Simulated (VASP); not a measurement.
Here is a VASP 6.6.1 calculation.

Contents of INCAR:

```
PREC     = Accurate       # precision mode
ENCUT    = 600            # plane-wave cutoff, eV
EDIFF    = 1E-7           # SCF threshold, eV
ISMEAR   = -1             # smearing method
SIGMA    = 0.05           # smearing width, eV
LREAL    = False          # projectors in reciprocal space
LASPH    = True           # aspherical terms in the spheres
NELM     = 100            # most SCF steps
ALGO     = Normal         # electronic algorithm
ISIF     = 3              # what is computed and relaxed
LWAVE    = False          # write WAVECAR
LCHARG   = False          # write CHGCAR
GGA      = PE             # functional
IBRION   = 2              # ionic algorithm
NSW      = 60             # ionic steps
EDIFFG   = -0.005         # ionic threshold
PSTRESS  = 140.0
```

KPOINTS

```
regular mesh
0
Gamma
  15 15 13
```

The input POSCAR:

```
CoSi
1.0
    3.0282250354      0.0000000000      0.0000000000
   -1.5141125177      2.6225198090      0.0000000000
    0.0000000000      0.0000000000      2.9676605347
Co Si
1 1
Direct
    0.0000000000      0.0000000000      0.0000000000
    0.3333333333      0.6666666667      0.5000000000
```

Potentials or basis: VASP PAW PBE potentials, release 64 (Co, Si).

Launch:

```sh
$ cat potpaw_PBE.64/Co/POTCAR potpaw_PBE.64/Si/POTCAR > POTCAR
$ mpirun -np 1 vasp_std > vasp.out
```

(1) Estimate the relaxed cell.

(2) What does it give for the space group after relaxing (to 0.05 Å)?

(3) Predict the relaxed volume.

Results:

(1) a = 2.659 Å, b = 2.659 Å, c = 3.463 Å, α = 90.00°, β = 90.00°, γ = 120.00°.

(2) P-6m2 (No. 187).

(3) 10.60 Å³/atom.

Caveat: the cell is relaxed towards a set pressure, so the enthalpy falls and the energy may rise.
